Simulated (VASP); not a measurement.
Here is a VASP 6.6.1 calculation.

Contents of POSCAR:

```
Ni
1.0
    4.0416515177      0.0000000000      0.0000000000
   -2.0208257588      3.5001728875      0.0000000000
    0.0000000000      0.0000000000      2.4283486347
Ni
3
Direct
    1.0000000000      0.0000000000      0.0000000000
    0.3333333333      0.6666666667      0.5000000000
    0.6666666667      0.3333333333      0.5000000000
```

The input INCAR.step1:

```
SYSTEM = Ni
PREC = Accurate
ENCUT = 520
ISMEAR = -1
SIGMA = 0.1
LREAL = .False.
LASPH = .True.
NELM = 60
NBANDS = 22
GGA = PE
ALGO = Normal
EDIFF = 1E-4
LWAVE = .True.
LCHARG = .False.
```

INCAR.step2

```
SYSTEM = Ni
PREC = Accurate
ENCUT = 520
EDIFF = 1E-7
ISMEAR = -1
SIGMA = 0.1
LREAL = .False.
LASPH = .True.
NELM = 60
ALGO = Normal
ISIF = 2
LWAVE = .False.
LCHARG = .False.
METAGGA = R2SCAN
LMIXTAU = .True.
NBANDS = 22
ISTART = 1
```

The input KPOINTS:

```
Automatic mesh
0
Gamma
  10 10 15
  0 0 0
```

Potentials or basis: VASP PAW PBE potentials, release 64 (Ni).

The run is started by

```bash
$ cat potpaw_PBE.64/Ni/POTCAR > POTCAR
$ cp INCAR.step1 INCAR
$ mpirun -np 1 vasp_std > vasp.out
$ cp INCAR.step2 INCAR
$ mpirun -np 1 vasp_std > vasp.out
```

(1) Predict the band gap on the k mesh.

(2) What does it give for the pressure?

Results:

(1) zero (bands 15 and 16 overlap by 0.65 eV).

(2) -13.4 GPa.

Caveat: the cell stands under tension; the PAW data sets were made with another functional, which shifts forces and pressure a little; the run has no spin polarisation, though such a crystal can be magnetic.
